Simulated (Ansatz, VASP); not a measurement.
# Pd in VASP and in Ansatz

The input INCAR:

```
ALGO = Normal
EDIFF = 1E-6
ENCUT = 520
GGA = PE
ISIF = 2
ISMEAR = 0
LASPH = True
LCHARG = False
LREAL = False
LWAVE = False
NBANDS = 11
NELM = 60
PREC = Accurate
SIGMA = 0.15
```

File KPOINTS:

```
k-points
0
Gamma
  20 20 20
```

The input POSCAR:

```
Pd
1.0
    0.0000000000      1.9449000000      2.0615940000
    1.9449000000      0.0000000000      2.0615940000
    1.9449000000      1.9449000000      0.0000000000
Pd
1
Direct
    0.0000000000      0.0000000000      0.0000000000
```

Input for Ansatz:

```yaml
crystal:
  lattice:
    - [0.0, 1.9449, 2.061594]
    - [1.9449, 0.0, 2.061594]
    - [1.9449, 1.9449, 0.0]
  atoms:
    - { symbol: Pd, position: [0.0, 0.0, 0.0] }
basis:
  ecutwfc: 420
kpoints:
  mp_grid: { grid: [20, 20, 20] }
hamiltonian:
  xc: pbe
scf:
  occupations: { method: gaussian, width: 0.15 }
output:
  forces: true
  stress: true
  eigenvalues: true
```

Change from the starting cell: strain +0.0600 x Voigt [0, 0, 1, 0, 0, 0], atoms carried along.

Alike in both runs: task single point; functional PBE; k mesh 20 × 20 × 20; occupations gaussian, width 0.15 eV; no spin polarisation.

|  | VASP | Ansatz |
| --- | --- | --- |
| version | VASP 6.6.1 | Ansatz 0.2.0 |
| potentials or method | VASP PAW PBE potentials, release 64 (Pd), cutoff 520 eV | scalar-relativistic, plane waves, PAW |
| valence electrons in the cell | 10 | 18 |

Ansatz gave:

* gap on the k mesh at the Fermi level (eV): none
* pressure (GPa): -2.5
* traceless stress, the component that is largest in VASP (GPa): -2.11

**Question.** Which values does VASP return?

**Answer.** gap on the k mesh at the Fermi level (eV): none; pressure (GPa): -2.8; traceless stress, the component that is largest in VASP (GPa): -2.08.

A gap of «none» marks a metal or a gap that the smearing closes. VASP's potentials hold 10 valence electrons a cell and Ansatz's 18, so a difference there can come from the potentials and not from the codes.
